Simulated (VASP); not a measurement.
Wanted: the native input for a VASP 6.6.1 run.

```yaml
Task: single point
Functional: PBE
Potentials_or_basis: VASP PAW PBE potentials, release 64 (Ti_sv, Ge_d)
Cutoff: 520 eV
k_mesh: 8 × 8 × 8
Occupations: gaussian, width 0.1 eV
Spin: no spin polarisation
Dipole_correction: no
Further_INCAR_settings: ALGO = Normal; EDIFF = 1e-07; NBANDS = 42
```

The structure of TiGe4 lies in POSCAR:

```
TiGe4
1.0
    4.9124113952      0.0000000000      0.0000000000
    0.0000000000      4.9124113952      0.0000000000
    0.0000000000      0.0000000000      4.9124113952
Ti Ge
1 4
Direct
    0.0000000000      0.0000000000      0.0000000000
    0.5000000000      0.0000000000      0.0000000000
    0.0000000000      0.5000000000      0.0000000000
    0.0000000000      0.0000000000      0.5000000000
    0.5000000000      0.5000000000      0.5000000000
```

The cell was built from a structure type or drawn by symmetry, and may not be a known phase.

The input as run:

INCAR

```
SYSTEM = TiGe4
  ALGO = Normal
  EDIFF = 1E-7
  ENCUT = 520
  GGA = PE
  ISIF = 2
  ISMEAR = 0
  LASPH = .TRUE.
  LCHARG = .FALSE.
  LREAL = .FALSE.
  LWAVE = .FALSE.
  NBANDS = 42
  NELM = 80
  PREC = Accurate
  SIGMA = 0.1
```

KPOINTS

```
k-points
0
G
  8 8 8
  0 0 0
```

Potentials or basis: VASP PAW PBE potentials, release 64 (Ti_sv, Ge_d).

Run with:

```sh
$ cat potpaw_PBE.64/Ti_sv/POTCAR potpaw_PBE.64/Ge_d/POTCAR > POTCAR
$ mpirun -np 1 vasp_std > vasp.out
```

It gave:

```yaml
Pressure: 0.0 GPa
Band_gap_on_the_k_mesh: zero (bands 34 and 35 overlap by 1.81 eV)
```

Run time: 3.4 min on 1 thread of Intel Xeon 8259CL, with other jobs on the host, peak memory 0.32 GiB.
